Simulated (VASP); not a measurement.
# I (C2/m) in VASP: further runs

The runs below take I through single point, relaxation of cell and atoms, with PBE+D3(BJ).

Everything below comes from runs of VASP 6.6.1. Logs are shortened: lines on timing, memory, paths and dates and some standing lists are left out, and cuts for length are marked.

### Step 1. The cell of the first run

Symmetry: C2/m, No. 12, monoclinic system. The conventional cell has a = 4.735 Å, b = 7.269 Å, c = 2.938 Å, α = 90.00°, β = 127.97°, γ = 90.00°. I (site symmetry 2/m) has 4 I at 2.94 to 3.73 Å within 3.9 Å.

### Step 2. Single point, PBE+D3(BJ)

INCAR reads:

```
SYSTEM = I
PREC = Accurate
ENCUT = 520
EDIFF = 1E-7
ISMEAR = 0
SIGMA = 0.1
LREAL = .FALSE.
LASPH = .TRUE.
NELM = 100
ALGO = Normal
ISIF = 2
LWAVE = .FALSE.
LCHARG = .FALSE.
GGA = PE
IVDW = 12
NBANDS = 10
```

KPOINTS reads:

```
regular mesh
0
G
  12 12 18
  0 0 0
```

POSCAR reads:

```
I
1.0
    2.3773896325     -3.6342876406     -0.1598815673
    2.3773896325      3.6342876406     -0.1598815673
   -1.6680719313      0.0000000000      2.4185668454
I
1
Direct
    0.5000000000      0.5000000000      0.5000000000
```

Potentials or basis: VASP PAW PBE potentials, release 64 (I).

Command:

```bash
> cat potpaw_PBE.64/I/POTCAR > POTCAR
> mpirun -np 1 vasp_std > vasp.out
```

OUTCAR:

```text
SYSTEM = I
   PREC = Accurate
   ENCUT = 520
   EDIFF = 1E-7
   ISMEAR = 0
   LREAL = .FALSE.
   LASPH = .TRUE.
   NELM = 100
   ISIF = 2
   GGA = PE
   IVDW = 12
 IVDW          = 12

 ion  position               nearest neighbor table
   1  0.500  0.500  0.500-

  Warning from LATTYP: Got some problem with cell dimensions!
  Tried to take original basis but could not verify dimensions!
  LATTYP: Found a base centered monoclinic cell.
 ALAT       =     4.7348878706
 B/A-ratio  =     1.5351103299
 C/A-ratio  =     0.6205035135
 COS(beta)  =    -0.6152737021

  Lattice vectors:

 A1 = (  -0.7093177012,   3.6342876406,  -2.2586852781)
 A2 = (  -0.7093177012,  -3.6342876406,  -2.2586852781)
 A3 = (  -1.6680719313,   0.0000000000,   2.4185668454)

Analysis of symmetry for initial positions (statically):
=====================================================================
 Subroutine PRICEL returns:
 Original cell was already a primitive cell.

 Routine SETGRP: Setting up the symmetry group for a
 base centered monoclinic supercell.

 Subroutine GETGRP returns: Found  4 space group operations
 (whereof  4 operations were pure point group operations)
 out of a pool of  4 trial point group operations.

The static configuration has the point symmetry C_2h.

Analysis of symmetry for dynamics (positions and initial velocities):
=====================================================================
 Subroutine PRICEL returns:
 Original cell was already a primitive cell.

 Routine SETGRP: Setting up the symmetry group for a
 base centered monoclinic supercell.

 Subroutine GETGRP returns: Found  4 space group operations
 (whereof  4 operations were pure point group operations)
 out of a pool of  4 trial point group operations.

The dynamic configuration has the point symmetry C_2h.

 Subroutine INISYM returns: Found  4 space group operations
 (whereof  4 operations are pure point group operations),
 and found     1 'primitive' translations

----------------------------------------------------------------------------------------

                                     Primitive cell

  volume of cell :      39.8549

  direct lattice vectors                    reciprocal lattice vectors
     2.377389632 -3.634287641 -0.159881567     0.220544105 -0.137578543  0.152108027
     2.377389632  3.634287641 -0.159881567     0.220544105  0.137578543  0.152108027
    -1.668071931  0.000000000  2.418566845     0.029158539  0.000000000  0.433578481

  length of vectors
     4.345755427  4.345755427  2.938014560     0.301171729  0.301171729  0.434557844

  position of ions in fractional coordinates (direct lattice)
     0.500000000  0.500000000  0.500000000

  ion indices of the primitive-cell ions
   primitive index   ion index
                 1           1

----------------------------------------------------------------------------------------

 KPOINTS: regular mesh

Automatic generation of k-mesh.
 Grid dimensions read from file:
 generate k-points for:   12   12   18

 Generating k-lattice:

  Cartesian coordinates                     Fractional coordinates (reciprocal lattice)
     0.018378675 -0.011464879  0.012675669     0.083333333  0.000000000  0.000000000
     0.018378675  0.011464879  0.012675669     0.000000000  0.083333333  0.000000000
     0.001619919  0.000000000  0.024087693     0.000000000  0.000000000  0.055555556

  Length of vectors
     0.025097644  0.025097644  0.024142102

  Shift w.r.t. Gamma in fractional coordinates (k-lattice)
     0.000000000  0.000000000  0.000000000

 Subroutine IBZKPT returns following result:
 ===========================================

 Found    710 irreducible k-points:

 Following reciprocal coordinates:
            Coordinates               Weight
  0.000000  0.000000  0.000000      1.000000
  0.083333  0.000000  0.000000      4.000000
  0.166667 -0.000000  0.000000      4.000000
  0.250000  0.000000  0.000000      4.000000
  0.333333  0.000000  0.000000      4.000000
  0.416667  0.000000  0.000000      4.000000
[... 16 lines left out ...]
  0.500000  0.166667  0.000000      4.000000
 -0.416667  0.166667 -0.000000      4.000000
 [... further k-points ...]
   k-points           NKPTS =    710   k-points in BZ     NKDIM =    710   number of bands    NBANDS=     10
   number of dos      NEDOS =    301   number of ions     NIONS =      1
   total plane-waves  NPLWV =  24576
   dimension x,y,z NGX =    32 NGY =   32 NGZ =   24
   dimension x,y,z NGXF=    64 NGYF=   64 NGZF=   48
   ions per type =               1
   NGX,Y,Z   is equivalent  to a cutoff of  12.24, 12.24, 13.58 a.u.
   NGXF,Y,Z  is equivalent  to a cutoff of  24.48, 24.48, 27.16 a.u.
 SYSTEM =  I
   PREC   = accura    normal or accurate (medium, high low for compatibility)
   ISTART =      0    job   : 0-new  1-cont  2-samecut
   ICHARG =      2    charge: 1-file 2-atom 10-const
   ISPIN  =      1    spin polarized calculation?
[... 65 lines left out ...]
      4       6.6566      0.00000
      5       8.0347      0.00000
      6      10.8499      0.00000
      7      12.6798      0.00000
      8      13.4576      0.00000
      9      14.5005      0.00000
     10      18.2130      0.00000

 k-point     2 :       0.0833    0.0000    0.0000
  band No.  band energies     occupation
      1     -10.3910      2.00000
      2       1.8519      2.00000
      3       2.2011      2.00000
      4       6.6678      0.00000
      5       8.3811      0.00000
      6      11.0459      0.00000
      7      12.0873      0.00000
      8      13.4775      0.00000
      9      15.4875      0.00000
     10      18.2941      0.00000

 k-point     3 :       0.1667   -0.0000    0.0000
  band No.  band energies     occupation
      1     -10.2888      2.00000
      2       1.3098      2.00000
      3       1.8415      2.00000
      4       6.6988      0.00000
      5       9.0198      0.00000
      6      11.0737      0.00000
      7      12.1677      0.00000
      8      13.5491      0.00000
      9      17.2691      0.00000
     10      18.5219      0.00000

 k-point     4 :       0.2500    0.0000    0.0000
  band No.  band energies     occupation
      1     -10.1412      2.00000
      2       0.4832      2.00000
      3       1.6453      2.00000
      4       6.7422      0.00000
      5       9.0545      0.00000
      6      11.4990      0.00000
      7      13.2163      0.00000
      8      13.7930      0.00000
      9      18.7261      0.00000
     10      18.8269      0.00000

 k-point     5 :       0.3333    0.0000    0.0000
  band No.  band energies     occupation
      1      -9.9832      2.00000
      2      -0.2422      2.00000
      3       1.4825      2.00000
      4       6.7868      0.00000
      5       8.6543      0.00000
      6      12.5982      0.00000
      7      13.7109      0.00000
      8      15.0365      0.00000
      9      18.4644      0.00000
     10      18.6148      0.00000

 k-point     6 :       0.4167    0.0000    0.0000
  band No.  band energies     occupation
      1      -9.8597      2.00000
      2      -0.7295      2.00000
      3       1.3733      2.00000
      4       6.8204      0.00000
      5       8.3382      0.00000
      6      13.4080      0.00000
      7      14.3929      0.00000
      8      16.4900      0.00000
      9      18.1529      0.00000
     10      18.1919      0.00000
[... 183 lines left out ...]
 k-point    21 :       0.3333    0.1667    0.0000
  band No.  band energies     occupation
      1      -9.8135      2.00000
      2      -0.7581      2.00000
      3       1.0349      2.00000
      4       6.8326      0.00000
      5       9.2804      0.00000
      6      12.2926      0.00000
      7      13.7842      0.00000
      8      17.6941      0.00000
      9      18.2063      0.00000
     10      19.2097      0.00000

 k-point    22 :       0.4167    0.1667   -0.0000
  band No.  band energies     occupation
      1      -9.8065      2.00000
      2      -0.7196      2.00000
      3       0.8433      2.00000
      4       6.7812      0.00000
      5       9.3118      0.00000
      6      13.2318      0.00000
      7      13.9821      0.00000
      8      17.1470      0.00000
      9      18.2955      0.00000
     10      18.3267      0.00000

 k-point    23 :       0.5000    0.1667    0.0000
  band No.  band energies     occupation
      1      -9.8802      2.00000
      2      -0.4180      2.00000
      3       0.7999      2.00000
      4       6.7100      0.00000
      5       9.5307      0.00000
      6      13.1687      0.00000
      7      13.9108      0.00000
      8      16.6377      0.00000
      9      17.4481      0.00000
     10      18.6360      0.00000

 k-point    24 :      -0.4167    0.1667   -0.0000
  band No.  band energies     occupation
      1     -10.0083      2.00000
      2       0.0235      2.00000
      3       0.9907      2.00000
      4       6.6391      0.00000
      5       9.8957      0.00000
      6      12.2499      0.00000
      7      13.2840      0.00000
      8      15.4250      0.00000
      9      18.7311      0.00000
     10      19.0696      0.00000

 [... further k-points ...]

------------------------ aborting loop because EDIFF is reached ----------------------------------------

 Edisp (eV)   -0.32558

 E8    (eV) :    -0.1456

  FORCE on cell =-STRESS in cart. coord.  units (eV):
  Direction    XX          YY          ZZ          XY          YZ          ZX
  --------------------------------------------------------------------------------------
  -------------------------------------------------------------------------------------
  Total      -0.01364     0.00062    -0.03662     0.00000     0.00000     0.02139
  in kB      -0.54839     0.02499    -1.47232     0.00000     0.00000     0.85982
  external pressure =       -0.67 kB  Pullay stress =        0.00 kB

 VOLUME and BASIS-vectors are now :
 -----------------------------------------------------------------------------
  energy-cutoff  :      520.00
  volume of cell :       39.85
      direct lattice vectors                 reciprocal lattice vectors
     2.377389632 -3.634287641 -0.159881567     0.220544105 -0.137578543  0.152108027
     2.377389632  3.634287641 -0.159881567     0.220544105  0.137578543  0.152108027
    -1.668071931  0.000000000  2.418566845     0.029158539  0.000000000  0.433578481

 POSITION                                       TOTAL-FORCE (eV/Angst)
 -----------------------------------------------------------------------------------
      1.54335      0.00000      1.04940         0.000000     -0.000000      0.000000
 -----------------------------------------------------------------------------------
    total drift:                                0.000000     -0.000000     -0.000000

  FREE ENERGIE OF THE ION-ELECTRON SYSTEM (eV)
  ---------------------------------------------------
  free  energy   TOTEN  =        -1.7487613506 eV

  energy  without entropy=       -1.7467555810  energy(sigma->0) =       -1.74775847
```

Run time: 64 s. Hardware: 1 thread of Intel Xeon 6975P-C (Granite Rapids), shared host; peak memory 0.38 GiB.

Results:

* Free energy: -1.7488 eV
* Pressure: -0.1 GPa
* Band gap on the k mesh: zero (an odd number of electrons rules out a gap without spin polarisation)
* Dispersion energy per atom: -0.326 eV

Levels at points of the mesh, in eV from the Fermi level:
```
           k point  band 1  band 2  band 3  band 4  band 5  band 6
(0.00, 0.00, 0.00)  -13.68   -1.31   -0.75    3.41    4.79    7.60
(0.50, 0.00, 0.00)  -13.06   -4.15   -1.91    3.58    4.98   10.30
(0.50, 0.50, 0.00)  -13.31   -3.88   -1.20    3.12    5.54    9.22
(0.00, 0.00, 0.50)  -10.63   -5.12   -1.80   -0.26    4.60    6.13
(0.50, 0.00, 0.50)  -11.08   -5.55   -0.62    0.86    5.56    9.12
(0.50, 0.50, 0.50)  -10.64   -5.13   -1.79   -0.22    4.61    6.20
```

Caveat: spin-orbit coupling is left out, which moves the levels of the heavy elements; an odd number of electrons without spin polarisation forces a metal; a magnetic or distorted state may lie lower.

### Step 3. Relaxation of cell and atoms, PBE+D3(BJ)

This run uses another cell than the first one, of 44.81 Å³/atom.

INCAR reads:

```
ALGO = Normal ; EDIFF = 1E-7
EDIFFG = -0.005 ; ENCUT = 600
GGA = PE ; IBRION = 2
ISIF = 3 ; ISMEAR = 0
IVDW = 12 ; LASPH = T
LCHARG = F ; LREAL = F
LWAVE = F ; NELM = 100
NSW = 100 ; PREC = Accurate
SIGMA = 0.1
```

KPOINTS reads:

```
k-points
0
Gamma
  12 12 18
```

POSCAR reads:

```
I
1.0
    2.5383465792     -3.7066249365      0.0000000000
    2.5383465792      3.7066249365      0.0000000000
   -1.6208748370      0.0000000000      2.3810977968
I
1
Direct
    0.5000000000      0.5000000000      0.5000000000
```

Potentials or basis: VASP PAW PBE potentials, release 64 (I).

Command:

```bash
> cat potpaw_PBE.64/I/POTCAR > POTCAR
> mpirun -np 1 vasp_std > vasp.out
```

It took 12 min on 1 thread of Intel Xeon 6975P-C (Granite Rapids), shared host; peak memory 0.46 GiB.

The run converged. Its results:

```
Free energy                           : -1.7489 eV
Relaxed volume                        : 39.81 Å³/atom
Relaxed cell                          : a = 4.347 Å, b = 4.347 Å, c = 2.934 Å, α = 109.95°, β = 109.95°, γ = 113.51°
Space group after relaxing (to 0.1 Å) : Immm (No. 71)
Energy gained by relaxing             : 48.0 meV/atom
Ionic steps                           : 17
Pressure after relaxing               : 0.0 GPa
Band gap on the k mesh                : zero (an odd number of electrons rules out a gap without spin polarisation)
Dispersion energy per atom            : -0.326 eV
```

Step by step:
| step | energy change (eV) | largest force (eV/Å) | pressure (GPa) | volume (Å³) |
| --- | --- | --- | --- | --- |
| 1 | 0.0000 | 0.0000 | 0.36 | 44.81 |
| 2 | -0.0046 | 0.0000 | -1.96 | 45.40 |
| 3 | -0.0133 | 0.0000 | -1.03 | 45.14 |
| 4 | -0.0261 | 0.0000 | -0.94 | 43.61 |
| 5 | -0.0467 | 0.0000 | -0.08 | 39.13 |
| 6 | -0.0469 | 0.0000 | -0.26 | 39.63 |
| 7 | -0.0470 | 0.0000 | -0.22 | 39.51 |
| 8 | -0.0457 | 0.0000 | 0.65 | 39.15 |
| 9 | -0.0476 | 0.0000 | 0.09 | 39.38 |
| 10 | -0.0477 | 0.0000 | 0.06 | 39.51 |
| 11 | -0.0479 | 0.0000 | -0.02 | 39.89 |
| 12 | -0.0479 | 0.0000 | -0.01 | 39.88 |
| 13 | -0.0480 | 0.0000 | 0.00 | 39.85 |
| 14 | -0.0480 | 0.0000 | 0.01 | 39.84 |
| 15 | -0.0480 | 0.0000 | 0.03 | 39.82 |
| 16 | -0.0480 | 0.0000 | 0.02 | 39.82 |
| 17 | -0.0480 | 0.0000 | 0.01 | 39.81 |

Final structure:
```xyz
1
Lattice="2.3782 -3.6358 -0.1584 2.3782 3.6358 -0.1584 -1.6693 0.0000 2.4134" Properties=species:S:1:pos:R:3 pbc="T T T"
I     1.5435    0.0000    1.0483
```

Levels at points of the mesh, in eV from the Fermi level:
```csv
k point,band 1,band 2,band 3,band 4,band 5,band 6,band 7
"(0.00, 0.00, 0.00)",-13.69,-1.32,-0.76,3.43,4.78,7.59,9.43
"(0.50, 0.00, 0.00)",-13.07,-4.16,-1.92,3.61,4.97,10.31,11.94
"(0.50, 0.50, 0.00)",-13.32,-3.89,-1.20,3.15,5.53,9.24,11.61
"(0.00, 0.00, 0.50)",-10.63,-5.13,-1.80,-0.26,4.59,6.12,11.44
"(0.50, 0.00, 0.50)",-11.07,-5.57,-0.62,0.86,5.56,9.10,9.41
"(0.50, 0.50, 0.50)",-10.63,-5.14,-1.79,-0.22,4.60,6.21,11.36
```

Caveat: spin-orbit coupling is left out, which moves the levels of the heavy elements; an odd number of electrons without spin polarisation forces a metal; a magnetic or distorted state may lie lower.

### Step 4. Single point, PBE+D3(BJ)

INCAR reads:

```
ALGO = Normal ; EDIFF = 1E-6
ENCUT = 520 ; GGA = PE
ISIF = 2 ; ISMEAR = 0
IVDW = 12 ; LASPH = T
LCHARG = T ; LELF = T
LREAL = F ; LVHAR = T
LWAVE = F ; NBANDS = 10
NELM = 100 ; PREC = Accurate
SIGMA = 0.1
```

KPOINTS is that of step 3.

POSCAR reads:

```
I
1.0
    2.3773896325     -3.6342876406     -0.1598815673
    2.3773896325      3.6342876406     -0.1598815673
   -1.6680719313      0.0000000000      2.4185668454
I
1
Direct
    0.5000000000      0.5000000000      0.5000000000
```

Command:

```bash
> cat potpaw_PBE.64/I/POTCAR > POTCAR
> mpirun -np 1 vasp_std > vasp.out
```

Wall time 59 s (1 thread of Intel Xeon 6975P-C (Granite Rapids), shared host); peak memory 0.38 GiB.

The run converged. Its results:

```yaml
Free_energy: -1.7488 eV
Pressure: -0.1 GPa
Band_gap_on_the_k_mesh: zero (an odd number of electrons rules out a gap without spin polarisation)
Dispersion_energy_per_atom: -0.326 eV
```

Stress tensor (GPa, compression positive):
```
-0.06  0.00  0.09
 0.00  0.00  0.00
 0.09  0.00 -0.15
```

Levels at points of the mesh, in eV from the Fermi level:
```csv
k point,band 1,band 2,band 3,band 4,band 5,band 6
"(0.00, 0.00, 0.00)",-13.68,-1.31,-0.75,3.41,4.79,7.60
"(0.50, 0.00, 0.00)",-13.06,-4.15,-1.91,3.58,4.98,10.30
"(0.50, 0.50, 0.00)",-13.31,-3.88,-1.20,3.12,5.54,9.22
"(0.00, 0.00, 0.50)",-10.63,-5.12,-1.80,-0.26,4.60,6.13
"(0.50, 0.00, 0.50)",-11.08,-5.55,-0.62,0.86,5.56,9.12
"(0.50, 0.50, 0.50)",-10.64,-5.13,-1.79,-0.22,4.61,6.20
```

Caveat: spin-orbit coupling is left out, which moves the levels of the heavy elements; an odd number of electrons without spin polarisation forces a metal; a magnetic or distorted state may lie lower.

### Step 5. Relaxation of cell and atoms, PBE+D3(BJ)

INCAR reads:

```
SYSTEM = I
  PREC = Accurate
  ENCUT = 600
  EDIFF = 1E-6
  ISMEAR = 0
  SIGMA = 0.1
  LREAL = .False.
  LASPH = .True.
  NELM = 100
  ALGO = Normal
  ISIF = 3
  LWAVE = .False.
  LCHARG = .False.
  GGA = PE
  IVDW = 12
  IBRION = 2
  NSW = 100
  EDIFFG = -0.005
```

KPOINTS reads:

```
regular mesh
0
Gamma
  12 12 18
  0 0 0
```

POSCAR is that of step 4.

Command:

```bash
> cat potpaw_PBE.64/I/POTCAR > POTCAR
> mpirun -np 1 vasp_std > vasp.out
```

It took 1.8 min on 1 thread of Intel Xeon 6975P-C (Granite Rapids), shared host; peak memory 0.4 GiB.

Results (log left out):

```yaml
Free_energy: -1.7488 eV
Relaxed_volume: 39.81 Å³/atom
Relaxed_cell: a = 4.345 Å, b = 4.345 Å, c = 2.935 Å, α = 109.91°, β = 109.91°, γ = 113.52°
Space_group_after_relaxing_to_0.1_Å: Immm (No. 71)
Energy_gained_by_relaxing: 0.0 meV/atom
Ionic_steps: 3
Pressure_after_relaxing: 0.0 GPa
Band_gap_on_the_k_mesh: zero (an odd number of electrons rules out a gap without spin polarisation)
Dispersion_energy_per_atom: -0.326 eV
```

Final structure:
```xyz
1
Lattice="2.3765 -3.6342 -0.1586 2.3765 3.6342 -0.1586 -1.6664 0.0000 2.4158" Properties=species:S:1:pos:R:3 pbc="T T T"
I     1.5434    0.0000    1.0493
```

Levels at points of the mesh, in eV from the Fermi level:
```
           k point  band 1  band 2  band 3  band 4  band 5  band 6
(0.00, 0.00, 0.00)  -13.69   -1.31   -0.76    3.43    4.78    7.59
(0.50, 0.00, 0.00)  -13.07   -4.16   -1.92    3.61    4.97   10.31
(0.50, 0.50, 0.00)  -13.32   -3.89   -1.20    3.15    5.53    9.24
(0.00, 0.00, 0.50)  -10.63   -5.13   -1.79   -0.25    4.59    6.13
(0.50, 0.00, 0.50)  -11.07   -5.57   -0.62    0.86    5.56    9.11
(0.50, 0.50, 0.50)  -10.63   -5.14   -1.79   -0.22    4.60    6.20
```

Caveat: spin-orbit coupling is left out, which moves the levels of the heavy elements; an odd number of electrons without spin polarisation forces a metal; a magnetic or distorted state may lie lower.

### Step 6. The runs side by side

| task | cell | cutoff (eV) | gap on the mesh (eV) | pressure (GPa) | relaxed volume (Å³/atom) |
| --- | --- | --- | --- | --- | --- |
| single point | a = 4.346, b = 4.346, c = 2.938 Å, angles 109.9, 109.9, 113.5°, 1 atom | 520 | none | -0.1 | - |
| relaxation of cell and atoms | relaxed from a = 4.492, b = 4.492, c = 2.880 Å, angles 108.5, 108.5, 111.2°, 1 atom | 600 | none | 0.0 | 39.81 |
| relaxation of cell and atoms | relaxed from a = 4.346, b = 4.346, c = 2.938 Å, angles 109.9, 109.9, 113.5°, 1 atom | 600 | none | 0.0 | 39.81 |

Alike in all rows: level PBE+D3(BJ); potentials or basis VASP PAW PBE potentials, release 64 (I); no spin polarisation; k mesh 12 × 12 × 18; smearing gaussian 0.1 eV.

Caveats: spin-orbit coupling is left out, which moves the levels of the heavy elements; an odd number of electrons without spin polarisation forces a metal; a magnetic or distorted state may lie lower.

Total energies depend on the potentials used, so only differences within one code and one set of settings carry meaning.
